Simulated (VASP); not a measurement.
Wanted: the native input for a VASP 6.6.1 run.

| Item | Value |
| --- | --- |
| Task | single point |
| Functional | PBE |
| Potentials or basis | VASP PAW PBE potentials, release 64 (Ti_sv, O) |
| Cutoff | 520 eV |
| k mesh | 6 × 6 × 4 |
| Occupations | gaussian, width 0.1 eV |
| Spin | collinear spin, ferromagnetic start |
| Starting moments | [1.0, 0.0, 0.0] μB |
| Dipole correction | no |
| Further INCAR settings | ALGO = Normal; EDIFF = 1e-06; NBANDS = 23 |

The structure of TiO2 lies in POSCAR:

```
TiO2
1.0
    2.9899090254      0.0000000000      0.0000000000
   -1.4949545127      2.5893371710      0.0000000000
    0.0000000000      0.0000000000      5.2567182902
Ti O
1 2
Direct
    0.0000000000      0.0000000000      0.7695740607
    0.3333333333      0.6666666667      0.9530179156
    0.6666666667      0.3333333333      0.5861322437
```

The input as run:

INCAR

```
SYSTEM = TiO2
PREC = Accurate ; ENCUT = 520
EDIFF = 1E-6 ; ISMEAR = 0
SIGMA = 0.1 ; LREAL = .False.
LASPH = .True. ; NELM = 150
ALGO = Normal ; ISIF = 2
LWAVE = .False. ; LCHARG = .False.
ISPIN = 2 ; MAGMOM = 1 0 0
LORBIT = 11 ; LMAXMIX = 4
GGA = PE ; NBANDS = 23
```

KPOINTS

```
Automatic mesh
0
Gamma
  6 6 4
  0 0 0
```

Potentials or basis: VASP PAW PBE potentials, release 64 (Ti_sv, O).

Command:

```sh
$ cat potpaw_PBE.64/Ti_sv/POTCAR potpaw_PBE.64/O/POTCAR > POTCAR
$ mpirun -np 1 vasp_std > vasp.out
```

It gave:

* Pressure: 0.7 GPa
* Largest force: 0.059 eV/Å
* Band gap on the k mesh: 2.65 eV, indirect (least direct gap 2.87 eV)
* Net moment: 0.00 μB per cell
* Valence electrons inside the program's atomic spheres: Ti 10.25; O 5.04

Wall time 34 s on 1 thread of Intel(R) Xeon(R) Platinum 8259CL CPU @ 2.50GHz (Skylake/Cascade Lake) (shared host), peak memory 0.19 GiB.
